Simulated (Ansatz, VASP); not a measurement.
CoH3: VASP beside Ansatz

The input INCAR:

```
SYSTEM = CoH3
PREC     = Accurate       ! precision mode
ENCUT    = 600            ! plane-wave cutoff, eV
EDIFF    = 1E-6           ! SCF threshold, eV
ISMEAR   = 0              ! smearing method
SIGMA    = 0.1            ! smearing width, eV
LREAL    = .False.        ! projectors in reciprocal space
LASPH    = .True.         ! aspherical terms in the spheres
NELM     = 100            ! most SCF steps
ALGO     = Normal         ! electronic algorithm
ISIF     = 3              ! what is computed and relaxed
LWAVE    = .False.        ! write WAVECAR
LCHARG   = .False.        ! write CHGCAR
GGA      = PE             ! functional
IBRION   = 2              ! ionic algorithm
NSW      = 100            ! ionic steps
EDIFFG   = -0.01          ! ionic threshold
```

The input KPOINTS:

```
regular mesh
0
Gamma
  20 20 20
  0 0 0
```

POSCAR

```
CoH3
1.0
    0.0000000000      2.0823481189      2.0823481189
    2.0823481189      0.0000000000      2.0823481189
    2.0823481189      2.0823481189      0.0000000000
Co H
1 3
Direct
    0.0000000000      0.0000000000      0.0000000000
    0.2500000000      0.2500000000      0.2500000000
    0.7500000000      0.7500000000      0.7500000000
    0.5000000000      0.5000000000      0.5000000000
```

Input for Ansatz:

```yaml
crystal:
  lattice:
    - [0.0, 2.0823481189, 2.0823481189]
    - [2.0823481189, 0.0, 2.0823481189]
    - [2.0823481189, 2.0823481189, 0.0]
  atoms:
    - { symbol: Co, position: [0.0, 0.0, 0.0] }
    - { symbol: H, position: [0.25, 0.25, 0.25] }
    - { symbol: H, position: [0.75, 0.75, 0.75] }
    - { symbol: H, position: [0.5, 0.5, 0.5] }
basis:
  ecutwfc: 420
kpoints:
  mp_grid: { grid: [20, 20, 20] }
hamiltonian:
  xc: pbe
scf:
  occupations: { method: gaussian, width: 0.1 }
output:
  forces: true
  stress: true
  eigenvalues: true
relax:
  adjacent_minimum: "off"
  f_tol: 0.01
  max_steps: 80
  cell: { stress_tol: 0.05 }
```

Change from the starting cell: species swapped into the Mn3Si type (Fm-3m, No. 225).

Alike in both runs: task relaxation of cell and atoms; functional PBE; k mesh 20 × 20 × 20; occupations gaussian, width 0.1 eV; no spin polarisation.

|  | VASP | Ansatz |
| --- | --- | --- |
| version | VASP 6.6.1 | Ansatz 0.2.0 |
| potentials or method | VASP PAW PBE potentials, release 64 (Co, H), cutoff 600 eV | scalar-relativistic, plane waves, PAW |
| valence electrons in the cell | 12 | 20 |

|  | VASP | Ansatz | Ansatz less VASP |
| --- | --- | --- | --- |
| gap on the k mesh at the Fermi level, each at its own relaxed structure (eV) | none | none | - |
| relaxed volume (Å³/atom) | 4.51 | 4.51 | 0.000 |
| relaxed length of the cell vector where the two differ most in proportion (Å) | 2.945 | 2.945 | 0.0000 |

A gap of «none» marks a metal or a gap that the smearing closes. VASP's potentials hold 12 valence electrons a cell and Ansatz's 20, so a difference there can come from the potentials and not from the codes.

Noted on VASP's run: the relaxation stopped at its first step, so nothing moved.
